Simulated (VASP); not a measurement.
# W (I4/mmm) in VASP: notebook

W is run at these levels: r2SCAN; tasks: single point.

Everything below comes from runs of VASP 6.6.1. Logs are shortened: lines on timing, memory, paths and dates and some standing lists are left out, and cuts for length are marked.

**1. The cell of the first run**

The structure is tetragonal, space group I4/mmm (No. 139). Conventional cell: a = 2.531 Å, b = 2.531 Å, c = 5.061 Å, α = 90.00°, β = 90.00°, γ = 90.00°. Within 3.3 Å of W (site symmetry 4/mmm) lie 12 W at 2.53 to 3.10 Å.

**2. Single point, r2SCAN**

The input, POSCAR:

```
W
1.0
    0.0000000000      1.7895281572      2.5303928143
    1.7895281572      0.0000000000      2.5303928143
    1.7895281572      1.7895281572      0.0000000000
W
1
Direct
    0.0000000000      0.0000000000      0.0000000000
```

The input, INCAR.step1:

```
SYSTEM = W
  PREC = Accurate
  ENCUT = 520
  ISMEAR = 0
  SIGMA = 0.15
  LREAL = .False.
  LASPH = .True.
  NELM = 100
  NBANDS = 13
  GGA = PE
  ALGO = Normal
  EDIFF = 1E-4
  LWAVE = .True.
  LCHARG = .False.
```

The input, INCAR.step2:

```
SYSTEM = W
  PREC = Accurate
  ENCUT = 520
  EDIFF = 1E-7
  ISMEAR = 0
  SIGMA = 0.15
  LREAL = .False.
  LASPH = .True.
  NELM = 100
  ALGO = Normal
  ISIF = 2
  LWAVE = .False.
  LCHARG = .False.
  METAGGA = R2SCAN
  LMIXTAU = .True.
  NBANDS = 13
  ISTART = 1
```

The input, KPOINTS:

```
regular mesh
0
Gamma
  28 28 28
  0 0 0
```

Potentials or basis: VASP PAW PBE potentials, release 64 (W_sv).

Command:

```sh
cat potpaw_PBE.64/W_sv/POTCAR > POTCAR
cp INCAR.step1 INCAR
mpirun -np 1 vasp_std > vasp.out
cp INCAR.step2 INCAR
mpirun -np 1 vasp_std > vasp.out
```

OUTCAR:

```text
SYSTEM = W
   PREC = Accurate
   ENCUT = 520
   EDIFF = 1E-7
   ISMEAR = 0
   LREAL = .False.
   LASPH = .True.
   NELM = 100
   ISIF = 2
   METAGGA = R2SCAN
   ISTART = 1

 ion  position               nearest neighbor table
   1  0.000  0.000  0.000-

  LATTYP: Found a body centered tetragonal cell.
 ALAT       =     2.5307749902
 C/A-ratio  =     1.9996979772

  Lattice vectors:

 A1 = (  -1.7895281572,   0.0000000000,   2.5303928143)
 A2 = (   1.7895281572,   0.0000000000,   2.5303928143)
 A3 = (   0.0000000000,   1.7895281572,  -2.5303928143)

Analysis of symmetry for initial positions (statically):
=====================================================================
 Subroutine PRICEL returns:
 Original cell was already a primitive cell.

 Routine SETGRP: Setting up the symmetry group for a
 body centered tetragonal supercell.

 Subroutine GETGRP returns: Found 16 space group operations
 (whereof 16 operations were pure point group operations)
 out of a pool of 16 trial point group operations.

The static configuration has the point symmetry D_4h.

Analysis of symmetry for dynamics (positions and initial velocities):
=====================================================================
 Subroutine PRICEL returns:
 Original cell was already a primitive cell.

 Routine SETGRP: Setting up the symmetry group for a
 body centered tetragonal supercell.

 Subroutine GETGRP returns: Found 16 space group operations
 (whereof 16 operations were pure point group operations)
 out of a pool of 16 trial point group operations.

The dynamic configuration has the point symmetry D_4h.

 Subroutine INISYM returns: Found 16 space group operations
 (whereof 16 operations are pure point group operations),
 and found     1 'primitive' translations

----------------------------------------------------------------------------------------

                                     Primitive cell

  volume of cell :      16.2067

  direct lattice vectors                    reciprocal lattice vectors
     0.000000000  1.789528157  2.530392814    -0.279403259  0.279403259  0.197597779
     1.789528157  0.000000000  2.530392814     0.279403259 -0.279403259  0.197597779
     1.789528157  1.789528157  0.000000000     0.279403259  0.279403259 -0.197597779

  length of vectors
     3.099241652  3.099241652  2.530774990     0.441788688  0.441788688  0.441788688

  position of ions in fractional coordinates (direct lattice)
     0.000000000  0.000000000  0.000000000

  ion indices of the primitive-cell ions
   primitive index   ion index
                 1           1

----------------------------------------------------------------------------------------

 KPOINTS: regular mesh

Automatic generation of k-mesh.
 Grid dimensions read from file:
 generate k-points for:   28   28   28

 Generating k-lattice:

  Cartesian coordinates                     Fractional coordinates (reciprocal lattice)
    -0.009978688  0.009978688  0.007057064     0.035714286  0.000000000  0.000000000
     0.009978688 -0.009978688  0.007057064     0.000000000  0.035714286  0.000000000
     0.009978688  0.009978688 -0.007057064     0.000000000  0.000000000  0.035714286

  Length of vectors
     0.015778167  0.015778167  0.015778167

  Shift w.r.t. Gamma in fractional coordinates (k-lattice)
     0.000000000  0.000000000  0.000000000

 Subroutine IBZKPT returns following result:
 ===========================================

 Found   1639 irreducible k-points:

 Following reciprocal coordinates:
            Coordinates               Weight
  0.000000  0.000000  0.000000      1.000000
  0.035714 -0.000000  0.000000      8.000000
  0.071429 -0.000000  0.000000      8.000000
  0.107143 -0.000000  0.000000      8.000000
  0.142857 -0.000000  0.000000      8.000000
  0.178571 -0.000000  0.000000      8.000000
[... 16 lines left out ...]
  0.285714  0.035714  0.000000      8.000000
  0.321429  0.035714  0.000000      8.000000
 [... further k-points ...]
   k-points           NKPTS =   1639   k-points in BZ     NKDIM =   1639   number of bands    NBANDS=     13
   number of dos      NEDOS =    301   number of ions     NIONS =      1
   total plane-waves  NPLWV =  11520
   dimension x,y,z NGX =    24 NGY =   24 NGZ =   20
   dimension x,y,z NGXF=    48 NGYF=   48 NGZF=   40
   ions per type =               1
   NGX,Y,Z   is equivalent  to a cutoff of  12.87, 12.87, 13.14 a.u.
   NGXF,Y,Z  is equivalent  to a cutoff of  25.75, 25.75, 26.28 a.u.
 SYSTEM =  W
   PREC   = accura    normal or accurate (medium, high low for compatibility)
   ISTART =      1    job   : 0-new  1-cont  2-samecut
   ICHARG =      0    charge: 1-file 2-atom 10-const
   ISPIN  =      1    spin polarized calculation?
   LNONCOLLINEAR =      F non collinear calculations
   LSORBIT =      F    spin-orbit coupling
   LASPH  =      T    aspherical Exc in radial PAW
   ENCUT  =  520.0 eV  38.22 Ry    6.18 a.u.   5.76  5.76  4.71*2*pi/ulx,y,z
   NELM   =    100;   NELMIN=  2; NELMDL=  0     # of ELM steps
   EDIFF  = 0.1E-06   stopping-criterion for ELM
   LREAL  =      F    real-space projection
   EDIFFG = 0.1E-05   stopping-criterion for IOM
   NSW    =      0    number of steps for IOM
   IBRION =     -1    ionic relax: 0-MD 1-quasi-New 2-CG
   NFREE  =      0    steps in history (QN), initial steepest desc. (CG)
   ISIF   =      2    stress and relaxation
   ISYM   =      2    0-nonsym 1-usesym 2-fastsym
   POTIM  = 0.5000    time-step for ionic-motion
   TEBEG  =    0.0;   TEEND  =   0.0 temperature during run
   PSTRESS=    0.0 pullay stress
   NELECT =      14.0000    total number of electrons
   NUPDOWN=      -1.0000    fix difference up-down
   EMIN   =  10.00;   EMAX   =-10.00  energy-range for DOS
   EFERMI =   0.00;   METHOD = LEGACY
   ISMEAR =     0;   SIGMA  =   0.15  broadening in eV -4-tet -1-fermi 0-gaus
   EFERMI_NEDOS =   21; number of points for ismear=-14 and -15
   IALGO  =     38    algorithm
   IMIX   =      4    mixing-type and parameters
     AMIX     =   0.40;   BMIX     =  1.00
     AMIX_MAG =   1.60;   BMIX_MAG =  1.00
  volume/ion in A,a.u.               =      16.21       109.37
  Fermi-wavevector in a.u.,A,eV,Ry     =   1.559143  2.946352 33.074751  2.430926
  Thomas-Fermi vector in A             =   2.662544
   LORBIT       =      0    0 simple, 1 ext, 2 COOP (PROOUT), +10 PAW based schemes
   METAGGA = R2SCAN    functional components
   LHFCALC =     F    Hartree Fock is set to
   AEXX    =    0.0000 exact exchange contribution
   IVDW    =     0    specifies the selected vdW correction
   LEPSILON=     F    determine dielectric tensor
   LRPA    =     F    only Hartree local field effects (RPA)
 non-spin polarized calculation
 Gauss-broadening in eV      SIGMA  =   0.15
  energy-cutoff  :      520.00
  volume of cell :       16.21
 maximum number of plane-waves:       452
   NGX = 11   NGY = 11   NGZ =  9

 number of electron      14.0000000 magnetization

 Free energy of the ion-electron system (eV)
  ---------------------------------------------------
  ext. energy  EPLUGINS =         0.00000000
  ---------------------------------------------------
  free energy    TOTEN  =       -50.65623499 eV

  energy without entropy =      -50.65076114  energy(sigma->0) =      -50.65349806

 E-fermi :  11.1347     XC(G=0): -14.7383

 val. band max:       11.1266199380   @ k =  -0.4643   0.0714   0.4286
 cond. band min:      11.1357701642   @ k =  -0.0357   0.2857   0.2500
 fundamental gap:      0.0091502262
 Fermi energy:        11.1347145779

 k-point     1 :       0.0000    0.0000    0.0000
  band No.  band energies     occupation
      1     -65.1618      2.00000
      2     -28.4128      2.00000
      3     -27.7197      2.00000
      4     -27.7197      2.00000
      5       1.0793      2.00000
      6       6.7415      2.00000
      7       8.7125      2.00000
      8      12.6289      0.00000
      9      12.6289      0.00000
     10      16.7881      0.00000
     11      23.9832      0.00000
     12      25.7436      0.00000
     13      33.7446      0.00000

 k-point     2 :       0.0357   -0.0000    0.0000
  band No.  band energies     occupation
      1     -65.1593      2.00000
      2     -28.4147      2.00000
      3     -27.7466      2.00000
      4     -27.7182      2.00000
      5       1.1430      2.00000
      6       6.7841      2.00000
      7       8.7367      2.00000
      8      12.5178      0.00000
      9      12.6531      0.00000
     10      16.7131      0.00000
     11      24.0993      0.00000
     12      25.8726      0.00000
     13      33.2325      0.00000

 k-point     3 :       0.0714   -0.0000    0.0000
  band No.  band energies     occupation
      1     -65.1521      2.00000
      2     -28.4202      2.00000
      3     -27.8251      2.00000
      4     -27.7138      2.00000
      5       1.3302      2.00000
      6       6.9068      2.00000
      7       8.8100      2.00000
      8      12.2159      0.00000
      9      12.7248      0.00000
     10      16.4986      0.00000
     11      24.3947      0.00000
     12      26.2765      0.00000
     13      32.1939      0.00000
[... 305 lines left out ...]
 k-point    23 :       0.2857    0.0357    0.0000
  band No.  band energies     occupation
      1     -65.0602      2.00000
      2     -28.8005      2.00000
      3     -28.4664      2.00000
      4     -27.6664      2.00000
      5       3.7231      2.00000
      6       7.7362      2.00000
      7       8.9550      2.00000
      8      12.1959      0.00000
      9      13.4718      0.00000
     10      14.8357      0.00000
     11      25.2537      0.00000
     12      26.2435      0.00000
     13      31.1593      0.00000

 k-point    24 :       0.3214    0.0357    0.0000
  band No.  band energies     occupation
      1     -65.0383      2.00000
      2     -28.9986      2.00000
      3     -28.4914      2.00000
      4     -27.6526      2.00000
      5       4.1396      2.00000
      6       7.6651      2.00000
      7       9.2385      2.00000
      8      12.7991      0.00000
      9      13.3316      0.00000
     10      14.8202      0.00000
     11      24.7823      0.00000
     12      25.1290      0.00000
     13      31.6788      0.00000

 [... further k-points ...]

------------------------ aborting loop because EDIFF is reached ----------------------------------------

  FORCE on cell =-STRESS in cart. coord.  units (eV):
  Direction    XX          YY          ZZ          XY          YZ          ZX
  --------------------------------------------------------------------------------------
  -------------------------------------------------------------------------------------
  Total        3.0871789      3.0871789     -2.9602652      0.0000000     -0.0000000      0.0000000
  in kB      305.1949665    305.1949665   -292.6484194      0.0000000     -0.0000000      0.0000000
  external PRESSURE =     105.9138379 kB  Pullay stress =       0.0000000 kB

 VOLUME and BASIS-vectors are now :
 -----------------------------------------------------------------------------
  energy-cutoff  :      520.00
  volume of cell :       16.21
      direct lattice vectors                 reciprocal lattice vectors
     0.000000000  1.789528157  2.530392814    -0.279403259  0.279403259  0.197597779
     1.789528157  0.000000000  2.530392814     0.279403259 -0.279403259  0.197597779
     1.789528157  1.789528157  0.000000000     0.279403259  0.279403259 -0.197597779

 POSITION                                       TOTAL-FORCE (eV/Angst)
 -----------------------------------------------------------------------------------
      0.00000      0.00000      0.00000         0.000000      0.000000      0.000000
 -----------------------------------------------------------------------------------
    total drift:                                0.000000      0.000000     -0.000000

  FREE ENERGIE OF THE ION-ELECTRON SYSTEM (eV)
  ---------------------------------------------------
  free  energy   TOTEN  =       -50.6562349877 eV

  energy  without entropy=      -50.6507611389  energy(sigma->0) =      -50.65349806
```

Run time: 6.1 min. Hardware: 1 thread of Intel Xeon 6975P-C (Granite Rapids), shared host; peak memory 0.42 GiB.

What came out:

| Quantity | Value |
| --- | --- |
| Free energy | -50.6562 eV |
| Pressure | 10.6 GPa |
| Band gap on the k mesh | zero (bands 7 and 8 overlap by 2.84 eV) |

Stress tensor (GPa, compression positive):
```
 30.52   0.00   0.00
  0.00  30.52   0.00
  0.00   0.00 -29.26
```

Caveat: the cell stands under pressure; the PAW data sets were made with another functional, which shifts forces and pressure a little; spin-orbit coupling is left out, which moves the levels of the heavy elements.

(Continued in part 2 of 2.)
